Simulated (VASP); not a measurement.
Here is a VASP 6.6.1 calculation.

File INCAR:

```
SYSTEM = ScAl
PREC     = Accurate       ! precision mode
ENCUT    = 600            ! plane-wave cutoff, eV
EDIFF    = 1E-6           ! SCF threshold, eV
ISMEAR   = 0              ! smearing method
SIGMA    = 0.1            ! smearing width, eV
LREAL    = .False.        ! projectors in reciprocal space
LASPH    = .True.         ! aspherical terms in the spheres
NELM     = 60             ! most SCF steps
ALGO     = Normal         ! electronic algorithm
ISIF     = 3              ! what is computed and relaxed
LWAVE    = .False.        ! write WAVECAR
LCHARG   = .False.        ! write CHGCAR
GGA      = PS             ! functional
IBRION   = 2              ! ionic algorithm
NSW      = 70             ! ionic steps
EDIFFG   = -0.008         ! ionic threshold
PSTRESS  = 30.0
```

File KPOINTS:

```
regular mesh
0
Gamma
  12 12 12
  0 0 0
```

Contents of POSCAR:

```
ScAl
1.0
    3.3129171327      0.0000000000      0.0000000000
    0.0000000000      3.3129171327      0.0000000000
    0.0000000000      0.0000000000      3.3129171327
Sc Al
1 1
Direct
    0.5000000000      0.5000000000      0.5000000000
    0.0000000000      0.0000000000      0.0000000000
```

Potentials or basis: VASP PAW PBE potentials, release 64 (Sc_sv, Al).

Launch:

```bash
$ cat potpaw_PBE.64/Sc_sv/POTCAR potpaw_PBE.64/Al/POTCAR > POTCAR
$ mpirun -np 1 vasp_std > vasp.out
```

(1) Predict the relaxed cell.

(2) What does it give for the relaxed volume?

(3) Predict the band gap on the k mesh.

(4) Predict the space group after relaxing (to 0.05 Å).

Results:

(1) a = 3.309 Å, b = 3.309 Å, c = 3.309 Å, α = 90.00°, β = 90.00°, γ = 90.00°.

(2) 18.11 Å³/atom.

(3) zero (band 7 reaches 6.73 eV, above the bottom of band 8 at 5.53 eV).

(4) Pm-3m (No. 221).

Caveat: the cell is relaxed towards a set pressure, so the enthalpy falls and the energy may rise; the PAW data sets were made with another functional, which shifts forces and pressure a little.
